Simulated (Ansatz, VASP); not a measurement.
## Ge in VASP and in Ansatz

POSCAR

```
Ge
1.0
    0.0000000000      2.8286800000      2.8286800000
    2.8286800000      0.0000000000      2.8286800000
    2.8286800000      2.8286800000      0.0000000000
Ge
2
Direct
    0.5000000000      0.5000000000      0.5000000000
    0.7500000000      0.7500000000      0.7500000000
```

INCAR.step1

```
SYSTEM = Ge
  PREC = Accurate
  ENCUT = 550
  ISMEAR = -1
  SIGMA = 0.05
  LREAL = .FALSE.
  LASPH = .TRUE.
  NELM = 120
  GGA = PE
  ALGO = Normal
  EDIFF = 1E-5
  LWAVE = .TRUE.
  LCHARG = .FALSE.
  GGA_COMPAT = .FALSE.
  IBRION = 2
  ISIF = 3
  EDIFFG = -0.005
  NELMIN = 4
  NSW = 100
```

Contents of INCAR.step2:

```
SYSTEM = Ge
  PREC = Accurate
  ENCUT = 550
  EDIFF = 1E-7
  ISMEAR = -1
  SIGMA = 0.05
  LREAL = .FALSE.
  LASPH = .TRUE.
  NELM = 120
  ALGO = Normal
  ISIF = 3
  LWAVE = .FALSE.
  LCHARG = .FALSE.
  METAGGA = R2SCAN
  LMIXTAU = .TRUE.
  IBRION = 2
  NSW = 80
  EDIFFG = -0.01
  ISTART = 1
  GGA_COMPAT = .FALSE.
  NELMIN = 4
```

File KPOINTS:

```
regular mesh
0
G
  5 5 5
  0 0 0
```

Input for Ansatz:

```yaml
crystal:
  lattice:
    - [0.0, 2.82868, 2.82868]
    - [2.82868, 0.0, 2.82868]
    - [2.82868, 2.82868, 0.0]
  atoms:
    - { symbol: Ge, position: [0.5, 0.5, 0.5] }
    - { symbol: Ge, position: [0.75, 0.75, 0.75] }
hamiltonian:
  xc: r2scan
  pseudopotentials: { kind: paw, azcp: { folder: soft_1 } }
basis:
  ecutwfc: 500
  fft_grid_basis: typed
kpoints:
  mp_grid: { grid: [5, 5, 5], shift: [0, 0, 0] }
magnetization:
  spin_polarized: false
scf:
  occupations: { method: fermi_dirac, width: 0.05 }
relax:
  max_steps: 60
  f_tol: 0.01
  cell: {}
```

Alike in both runs: task relaxation of cell and atoms; functional r2SCAN; k mesh 5 × 5 × 5; occupations fermi-dirac, width 0.05 eV; no spin polarisation.

|  | VASP | Ansatz |
| --- | --- | --- |
| version | VASP 6.6.1 | Ansatz 0.2.0 |
| potentials or method | VASP PAW PBE potentials, release 64 (Ge_d), cutoff 550 eV | plane waves (500 eV) with PAW (set soft_1), scalar-relativistic |
| valence electrons in the cell | 28 | 28 |

```csv
,VASP,Ansatz,Ansatz less VASP
relaxed volume (Å³/atom),22.85,22.79,-0.055
relaxed cell length with the largest relative difference (Å),4.013,4.010,-0.0032
```

VASP's potentials were made for PBE, not for r2SCAN.
